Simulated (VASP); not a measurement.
Wanted: the native input for a VASP 6.6.1 run.

```yaml
Task: single point
Functional: PBEsol
Potentials_or_basis: VASP PAW PBE potentials, release 64 (Na_pv)
Cutoff: 520 eV
k_mesh: 6 × 6 × 4
Occupations: gaussian, width 0.1 eV
Spin: no spin polarisation
Dipole_correction: no
Further_INCAR_settings: ALGO = Normal; EDIFF = 1e-06; NBANDS = 14
```

The structure of Na lies in POSCAR:

```
Na
1.0
    3.7315383696      0.0000000000      0.0000000000
   -1.8657691848      3.2316070232      0.0000000000
    0.0000000000      0.0000000000      5.9800025878
Na
2
Direct
    0.3333333333      0.6666666667      0.2500000000
    0.6666666667      0.3333333333      0.7500000000
```

These files were run (other wordings do the same):

INCAR

```
PREC     = Accurate       # precision mode
ENCUT    = 520            # plane-wave cutoff, eV
EDIFF    = 1E-6           # SCF threshold, eV
ISMEAR   = 0              # smearing method
SIGMA    = 0.1            # smearing width, eV
LREAL    = False          # projectors in reciprocal space
LASPH    = True           # aspherical terms in the spheres
NELM     = 100            # most SCF steps
ALGO     = Normal         # electronic algorithm
ISIF     = 2              # what is computed and relaxed
LWAVE    = False          # write WAVECAR
LCHARG   = True           # write CHGCAR
GGA      = PS             # functional
LELF     = True           # ELF
LVHAR    = True         
NBANDS   = 14             # bands
```

KPOINTS

```
regular mesh
0
Gamma
  6 6 4
```

Potentials or basis: VASP PAW PBE potentials, release 64 (Na_pv).

The run is started by

```bash
$ cat potpaw_PBE.64/Na_pv/POTCAR > POTCAR
$ mpirun -np 1 vasp_std > vasp.out
```

It gave:

```json
{
 "Pressure": "0.1 GPa",
 "Band gap on the k mesh": "zero (band 7 reaches 2.45 eV, above the bottom of band 8 at -1.88 eV)"
}
```

Caveat: the PAW data sets were made with another functional, which shifts forces and pressure a little.

Run time: 8 s on 1 thread of AMD EPYC 9R45 96-Core Processor (Zen 5) (shared host), peak memory 0.15 GiB.
